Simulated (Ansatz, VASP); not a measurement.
One calculation of KF, two programs

Contents of INCAR:

```
  ALGO = Normal
  EDIFF = 1E-6
  ENCUT = 520
  ISIF = 2
  ISMEAR = 0
  LASPH = True
  LCHARG = False
  LREAL = False
  LWAVE = False
  NBANDS = 15
  NELM = 80
  PREC = Accurate
  SIGMA = 0.05
```

Contents of KPOINTS:

```
k-points
0
Gamma
  8 8 8
```

POSCAR

```
KF
1.0
    0.0000000000      2.5678991850      2.5678991850
    2.5678991850      0.0000000000      2.5678991850
    2.5678991850      2.5678991850      0.0000000000
K F
1 1
Direct
    0.0000000000      0.0000000000      0.0000000000
    0.5000000000      0.5000000000      0.5000000000
```

Input for Ansatz:

```yaml
crystal:
  lattice:
    - [0.0, 2.567899185, 2.567899185]
    - [2.567899185, 0.0, 2.567899185]
    - [2.567899185, 2.567899185, 0.0]
  atoms:
    - { symbol: K, position: [0.0, 0.0, 0.0] }
    - { symbol: F, position: [0.5, 0.5, 0.5] }
basis:
  ecutwfc: 520.0
kpoints:
  mp_grid: { grid: [8, 8, 8] }
hamiltonian:
  xc: lda
scf:
  occupations: { method: gaussian, width: 0.05 }
output:
  forces: true
  stress: true
  eigenvalues: true
```

Alike in both runs: task single point; functional LDA; k mesh 8 × 8 × 8; occupations gaussian, width 0.05 eV; no spin polarisation.

```csv
,VASP,Ansatz
version,VASP 6.6.1,Ansatz 0.2.0
potentials or method,"VASP PAW LDA potentials, release 64 (K_sv, F), cutoff 520 eV","scalar-relativistic, plane waves, PAW"
valence electrons in the cell,16,16
```

|  | VASP | Ansatz | Ansatz less VASP |
| --- | --- | --- | --- |
| gap on the k mesh at the Fermi level (eV) | 6.44 | 6.46 | +0.020 |
| least direct gap on the mesh (eV) | 6.44 | 6.46 | +0.020 |
| pressure (GPa) | 1.0 | 0.7 | -0.27 |

LDA's correlation is that of Perdew and Zunger in VASP and of Perdew and Wang (1992) in Ansatz.
